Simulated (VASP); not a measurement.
# Al in VASP: notebook

The runs below take Al through single point, with PBE+D3(BJ).

Program: VASP 6.6.1. These are calculated values, not measurements. Logs are shortened: lines on timing, memory, paths and dates and some standing lists are left out, and cuts for length are marked.

**1. The cell of the first run**

The cell holds a slab with vacuum, 25 atoms: a = 5.632 Å, b = 7.965 Å, c = 26.041 Å, α = 90.00°, β = 90.00°, γ = 90.00°.

**2. Single point, PBE+D3(BJ)**

INCAR

```
PREC = Accurate ; ENCUT = 400
EDIFF = 1E-6 ; ISMEAR = 0
SIGMA = 0.1 ; LREAL = False
LASPH = True ; NELM = 120
ALGO = Normal ; ISIF = 2
LWAVE = False ; LCHARG = True
LDIPOL = True ; IDIPOL = 3
DIPOL = 0.5 0.5 0.471 ; GGA = PE
IVDW = 12 ; LELF = True
LVHAR = True ; LVACPOTAV = True
NBANDS = 56 ; GGA_COMPAT = False
NELMDL = -8
```

KPOINTS

```
Automatic mesh
0
Gamma
  5 4 1
```

POSCAR

```
Al
1.0
    5.6324246406      0.0000000000      0.0000000000
    0.0000000000      7.9654513158      0.0000000000
    0.0000000000      0.0000000000     26.0405308008
Al
25
Direct
    0.2500000000      0.2500000000      0.3264142373
    0.2500000000      0.7500000000      0.3264142373
    0.7500000000      0.2500000000      0.3264142373
    0.7500000000      0.7500000000      0.3264142373
    0.5000000000      0.5000000000      0.3804878724
    0.5000000000      0.0000000000      0.3804878724
    0.0000000000      0.5000000000      0.3804878724
    0.0000000000      0.0000000000      0.3804878724
    0.7500000000      0.7500000000      0.4345615075
    0.7500000000      0.2500000000      0.4345615075
    0.2500000000      0.7500000000      0.4345615075
    0.2500000000      0.2500000000      0.4345615075
    0.0013538678      0.0055895895      0.4905484791
    0.0013545501      0.4944672389      0.4905615317
    0.4984205800      0.0055706623      0.4905619798
    0.4984239525      0.4944885748      0.4905748881
    0.2498988013      0.2500520210      0.5532502154
    0.2496935851      0.7500672062      0.5418451487
    0.7499029694      0.2500245983      0.5499744506
    0.7496780239      0.7500619105      0.5440036702
    0.5023664848      0.5077695330      0.6008993343
    0.5023865658     -0.0076723295      0.6008894599
   -0.0027183962      0.5078379969      0.6008947158
   -0.0027471718     -0.0077421328      0.6008844685
    0.2499598045      0.7500008287      0.6486461817
```

Potentials or basis: VASP PAW PBE potentials, release 64 (Al).

The run is started by

```console
> cat potpaw_PBE.64/Al/POTCAR > POTCAR
> mpirun -np 1 vasp_std > vasp.out
```

OUTCAR:

```text
PREC = Accurate
   ENCUT = 400
   EDIFF = 1E-6
   ISMEAR = 0
   LREAL = False
   LASPH = True
   NELM = 120
   ISIF = 2
   GGA = PE
   IVDW = 12
   NELMDL = -8
 IVDW          = 12

 ion  position               nearest neighbor table
   1  0.250  0.250  0.326-   3 2.82   3 2.82   6 2.82   7 2.82   8 2.82   5 2.82  12 2.82
   2  0.250  0.750  0.326-   4 2.82   4 2.82   6 2.82   7 2.82   8 2.82   5 2.82  11 2.82
   3  0.750  0.250  0.326-   1 2.82   1 2.82   6 2.82   7 2.82   8 2.82   5 2.82  10 2.82
   4  0.750  0.750  0.326-   2 2.82   2 2.82   6 2.82   7 2.82   8 2.82   5 2.82   9 2.82
   5  0.500  0.500  0.380-   7 2.82   7 2.82  10 2.82  11 2.82  12 2.82   9 2.82   3 2.82   4 2.82
                             1 2.82   2 2.82  16 2.87
   6  0.500  0.000  0.380-   8 2.82   8 2.82  10 2.82  11 2.82  12 2.82   9 2.82   3 2.82   4 2.82
                             1 2.82   2 2.82  15 2.87
   7  0.000  0.500  0.380-   5 2.82   5 2.82  10 2.82  11 2.82  12 2.82   9 2.82   3 2.82   4 2.82
                             1 2.82   2 2.82  14 2.87
   8  0.000  0.000  0.380-   6 2.82   6 2.82  10 2.82  11 2.82  12 2.82   9 2.82   3 2.82   4 2.82
                             1 2.82   2 2.82  13 2.87
   9  0.750  0.750  0.435-  11 2.82  11 2.82   7 2.82   8 2.82   5 2.82   6 2.82   4 2.82  20 2.85
                            14 2.88  13 2.88  16 2.88  15 2.88
  10  0.750  0.250  0.435-  13 2.81  14 2.81  15 2.82  16 2.82  12 2.82  12 2.82   7 2.82   8 2.82
                             5 2.82   6 2.82   3 2.82  19 3.01
  11  0.250  0.750  0.435-  18 2.79   9 2.82   9 2.82   8 2.82   5 2.82   6 2.82   7 2.82   2 2.82
[... 23 lines left out ...]
  23  0.997  0.508  0.601-  25 2.70  21 2.79  17 2.79  20 2.80  19 2.81  21 2.84  18 2.85  14 2.88

  24  0.997  0.992  0.601-  25 2.70  22 2.79  17 2.79  20 2.80  19 2.81  22 2.85  18 2.85  13 2.88

  25  0.250  0.750  0.649-  21 2.70  23 2.70  22 2.70  24 2.70  18 2.78

  LATTYP: Found a simple orthorhombic cell.
 ALAT       =     5.6324246406
 B/A-ratio  =     1.4142135624
 C/A-ratio  =     4.6233252041

  Lattice vectors:

 A1 = (   5.6324246406,   0.0000000000,   0.0000000000)
 A2 = (   0.0000000000,   7.9654513158,   0.0000000000)
 A3 = (   0.0000000000,   0.0000000000,  26.0405308008)

Analysis of symmetry for initial positions (statically):
=====================================================================
 Subroutine PRICEL returns:
 Original cell was already a primitive cell.

 Routine SETGRP: Setting up the symmetry group for a
 simple orthorhombic supercell.

 Subroutine GETGRP returns: Found  1 space group operations
 (whereof  1 operations were pure point group operations)
 out of a pool of  8 trial point group operations.

The static configuration has the point symmetry C_1 .

Analysis of symmetry for dynamics (positions and initial velocities):
=====================================================================
 Subroutine PRICEL returns:
 Original cell was already a primitive cell.

 Routine SETGRP: Setting up the symmetry group for a
[... 158 lines left out ...]
     AMIX_MAG =   1.60;   BMIX_MAG =  1.00
  volume/ion in A,a.u.               =      46.73       315.36
  Fermi-wavevector in a.u.,A,eV,Ry     =   0.655506  1.238727  5.846263  0.429688
  Thomas-Fermi vector in A             =   1.726403
   LORBIT       =      0    0 simple, 1 ext, 2 COOP (PROOUT), +10 PAW based schemes
   GGA     = PE    functional components
   LHFCALC =     F    Hartree Fock is set to
   AEXX    =    0.0000 exact exchange contribution
   IVDW    =    12    specifies the selected vdW correction
   LEPSILON=     F    determine dielectric tensor
   LRPA    =     F    only Hartree local field effects (RPA)
 non-spin polarized calculation
 Gauss-broadening in eV      SIGMA  =   0.10
  energy-cutoff  :      400.00
  volume of cell :     1168.30
 maximum number of plane-waves:     21256
 NGX is ok and might be reduce to    40
   NGX = 19   NGY = 25   NGZ = 85

 dipolmoment           0.000000      0.000000     -0.017152 electrons x Angstroem

 number of electron      75.0000000 magnetization

 dipolmoment           0.000000      0.000000      0.025424 electrons x Angstroem

 Free energy of the ion-electron system (eV)
  ---------------------------------------------------
  ext. energy  EPLUGINS =         0.00000000
  ---------------------------------------------------
  free energy    TOTEN  =       -87.70312488 eV

  energy without entropy =      -87.63083775  energy(sigma->0) =      -87.66698132

 E-fermi :   0.2384     XC(G=0):  -4.3696

 val. band max:        0.2150192919   @ k =   0.0000   0.5000   0.0000
 cond. band min:       0.2464058174   @ k =   0.4000   0.2500   0.0000
 fundamental gap:      0.0313865255
 Fermi energy:         0.2383507979

 k-point     1 :       0.0000    0.0000    0.0000
  band No.  band energies     occupation
      1     -10.7077      2.00000
      2      -9.5448      2.00000
      3      -8.4063      2.00000
      4      -8.4030      2.00000
      5      -7.7432      2.00000
      6      -7.2483      2.00000
[... 561 lines left out ...]
     48       2.2087      0.00000
     49       2.2251      0.00000
 [bands above 49 left out]

------------------------ aborting loop because EDIFF is reached ----------------------------------------

 Edisp (eV)   -6.31904

 E8    (eV) :    -2.9284

  FORCE on cell =-STRESS in cart. coord.  units (eV):
  Direction    XX          YY          ZZ          XY          YZ          ZX
  --------------------------------------------------------------------------------------
  -------------------------------------------------------------------------------------
  Total      -6.63349    -8.78156     0.77318    -0.00001    -0.00092     0.00767
  in kB      -9.09697   -12.04278     1.06031    -0.00001    -0.00126     0.01052
  external pressure =       -6.69 kB  Pullay stress =        0.00 kB

 VOLUME and BASIS-vectors are now :
 -----------------------------------------------------------------------------
  energy-cutoff  :      400.00
  volume of cell :     1168.30
      direct lattice vectors                 reciprocal lattice vectors
     5.632424641  0.000000000  0.000000000     0.177543432  0.000000000  0.000000000
     0.000000000  7.965451316  0.000000000     0.000000000  0.125542165  0.000000000
     0.000000000  0.000000000 26.040530801     0.000000000  0.000000000  0.038401675

 POSITION                                       TOTAL-FORCE (eV/Angst)
 -----------------------------------------------------------------------------------
      1.40811      1.99136      8.50000        -0.000040     -0.000026      0.027232
      1.40811      5.97409      8.50000        -0.000164     -0.000025     -0.060575
      4.22432      1.99136      8.50000         0.000092      0.000066      0.097233
      4.22432      5.97409      8.50000         0.000087      0.000015      0.029434
      2.81621      3.98273      9.90811         0.023188      0.029753     -0.201151
      2.81621      0.00000      9.90811         0.023191     -0.029825     -0.201664
[... 17 lines left out ...]
      5.61695      7.90378     15.64735         0.000444      0.000470      0.000236
      1.40788      5.97410     16.89109        -0.000686      0.002568     -0.000355
 -----------------------------------------------------------------------------------
    total drift:                               -0.000001     -0.000001      0.000093

  FREE ENERGIE OF THE ION-ELECTRON SYSTEM (eV)
  ---------------------------------------------------
  free  energy   TOTEN  =       -94.0221628635 eV

  energy  without entropy=      -93.9498757340  energy(sigma->0) =      -93.98601930

 vacuum level on the upper side and lower side of the slab         4.374         4.271
```

OSZICAR:

```text
N       E                     dE             d eps       ncg     rms          rms(c)
DAV:   1     0.244115584014E+03    0.24412E+03   -0.19654E+04  1232   0.769E+02
DAV:   2    -0.731252933575E+02   -0.31724E+03   -0.30225E+03  1656   0.152E+02
DAV:   3    -0.912810881396E+02   -0.18156E+02   -0.17467E+02  1544   0.361E+01
[... 20 lines left out ...]
DAV:  24    -0.877030648642E+02   -0.41534E-04   -0.27747E-06  1176   0.284E-03    0.115E-03
DAV:  25    -0.877030910602E+02   -0.26196E-04   -0.22023E-06  1168   0.295E-03    0.101E-03
DAV:  26    -0.877031124795E+02   -0.21419E-04   -0.96657E-07  1096   0.213E-03    0.273E-04
DAV:  27    -0.877031200271E+02   -0.75476E-05   -0.28363E-07  1040   0.127E-03    0.463E-04
DAV:  28    -0.877031240771E+02   -0.40500E-05   -0.21664E-07  1000   0.105E-03    0.159E-04
DAV:  29    -0.877031248830E+02   -0.80590E-06   -0.49585E-08   904   0.671E-04
   1 F= -.94022163E+02 E0= -.93986019E+02  d E =-.722871E-01
```

It took 39 min on 1 thread of Oxide Virtual Turin-like, shared host; peak memory 0.85 GiB.

Results:

| Quantity | Value |
| --- | --- |
| Free energy | -94.0222 eV |
| Largest force | 0.371 eV/Å |
| Band gap on the k mesh | zero (an odd number of electrons rules out a gap without spin polarisation) |
| Dispersion energy per atom | -0.253 eV |

Forces in eV/Å, atoms in the order of the input:
```
Al   0.000  0.000  0.027
Al   0.000  0.000 -0.061
Al   0.000  0.000  0.097
Al   0.000  0.000  0.029
Al   0.023  0.030 -0.201
Al   0.023 -0.030 -0.202
Al  -0.023  0.030 -0.202
Al  -0.023 -0.030 -0.202
Al  -0.001  0.000  0.130
Al  -0.001  0.001  0.118
Al  -0.001  0.000  0.096
Al   0.000  0.001  0.371
Al   0.000 -0.001  0.002
Al   0.000  0.001  0.001
Al   0.000  0.000  0.000
Al   0.000  0.000 -0.001
Al  -0.001  0.000  0.001
Al   0.002 -0.001 -0.002
Al   0.000  0.001  0.001
Al   0.002 -0.001 -0.002
Al   0.002 -0.001 -0.001
Al   0.000  0.000  0.000
Al  -0.002 -0.002 -0.001
Al   0.000  0.000  0.000
Al  -0.001  0.003  0.000
```

**3. Single point, PBE+D3(BJ)**

INCAR

```
PREC = Accurate
ENCUT = 400
EDIFF = 1E-6
ISMEAR = 0
SIGMA = 0.1
LREAL = F
LASPH = T
NELM = 120
ALGO = Normal
ISIF = 2
LWAVE = F
LCHARG = F
LDIPOL = T
IDIPOL = 3
DIPOL = 0.5 0.5 0.471
GGA = PE
IVDW = 12
NBANDS = 56
GGA_COMPAT = F
NELMDL = -8
```

KPOINTS

```
regular mesh
0
Gamma
  5 4 1
```

POSCAR

```
Al
1.0
    5.6324246406      0.0000000000      0.0000000000
    0.0000000000      7.9654513158      0.0000000000
    0.0000000000      0.0000000000     26.0405308008
Al
25
Direct
    0.2499999716      0.2500000215      0.3264142373
    0.2499999716      0.7499999389      0.3264142373
    0.7499999147      0.2500000215      0.3264142373
    0.7499999147      0.7499999389      0.3264142373
    0.4999999431      0.5000000429      0.3804878662
    0.4999999431      0.0000000000      0.3804878662
    0.0000000000      0.5000000429      0.3804878662
    0.0000000000      0.0000000000      0.3804878662
    0.7499999147      0.7499999389      0.4345614952
    0.7499999147      0.2500000215      0.4345614952
    0.2499999716      0.7499999389      0.4345614952
    0.2499999716      0.2500000215      0.4345614952
    0.0014002850     -0.0056177608      0.4905911134
    0.0013624683      0.5054675298      0.4906349297
    0.4985499459     -0.0056211504      0.4905892702
    0.4985898932      0.5054675298      0.4906275182
    0.2500111568      0.2498172321      0.5418677564
    0.2500106242      0.7501046410      0.5532135697
    0.7500047084      0.2499142762      0.5440154469
    0.7499736383      0.7501310049      0.5499910547
    0.5025452058      0.4922896198      0.6008750021
    0.5025326002      0.0077926532      0.6008949326
   -0.0025331897      0.4923604256      0.6009051858
   -0.0025422444      0.0077364103      0.6009124437
    0.2500866128      1.2500889912      0.6486436905
```

Potentials or basis: VASP PAW PBE potentials, release 64 (Al).

The run is started by

```console
> cat potpaw_PBE.64/Al/POTCAR > POTCAR
> mpirun -np 1 vasp_std > vasp.out
```

It took 37 min on 1 thread of Oxide Virtual Turin-like, shared host; peak memory 0.87 GiB.

The run converged. Its results:

* Free energy: -94.0221 eV
* Largest force: 0.373 eV/Å
* Band gap on the k mesh: zero (an odd number of electrons rules out a gap without spin polarisation)
* Dispersion energy per atom: -0.253 eV

Forces in eV/Å, atoms in the order of the input:
```
Al   0.000  0.000 -0.060
Al   0.000  0.000  0.027
Al   0.000  0.000  0.030
Al   0.000  0.000  0.098
Al   0.023 -0.030 -0.199
Al   0.023  0.030 -0.200
Al  -0.023 -0.030 -0.199
Al  -0.023  0.029 -0.200
Al   0.000 -0.003  0.119
Al   0.000  0.000  0.131
Al   0.000 -0.003  0.373
Al   0.000  0.000  0.099
Al   0.002  0.002 -0.005
Al   0.004  0.002 -0.008
Al  -0.001  0.003 -0.005
Al  -0.004  0.001 -0.008
Al  -0.001  0.006 -0.004
Al  -0.001 -0.003  0.003
Al   0.001  0.002  0.000
Al   0.001 -0.004  0.002
Al   0.002  0.001  0.001
Al   0.001 -0.002  0.003
Al  -0.001 -0.001 -0.001
Al   0.000  0.000  0.002
Al  -0.002 -0.001  0.001
```

Levels at points of the mesh, in eV from the Fermi level:
| k point | band 34 | band 35 | band 36 | band 37 | band 38 | band 39 | band 40 | band 41 | band 42 | band 43 |
| --- | --- | --- | --- | --- | --- | --- | --- | --- | --- | --- |
| (0.00, 0.00, 0.00) | -1.09 | -0.88 | -0.69 | -0.65 | -0.50 | -0.44 | 0.15 | 0.36 | 0.45 | 0.74 |
| (0.00, 0.50, 0.00) | -1.09 | -0.52 | -0.36 | -0.30 | -0.21 | -0.20 | -0.18 | -0.17 | -0.09 | -0.02 |

The gap in the log of VASP goes by the Fermi energy; the results here count the filled bands.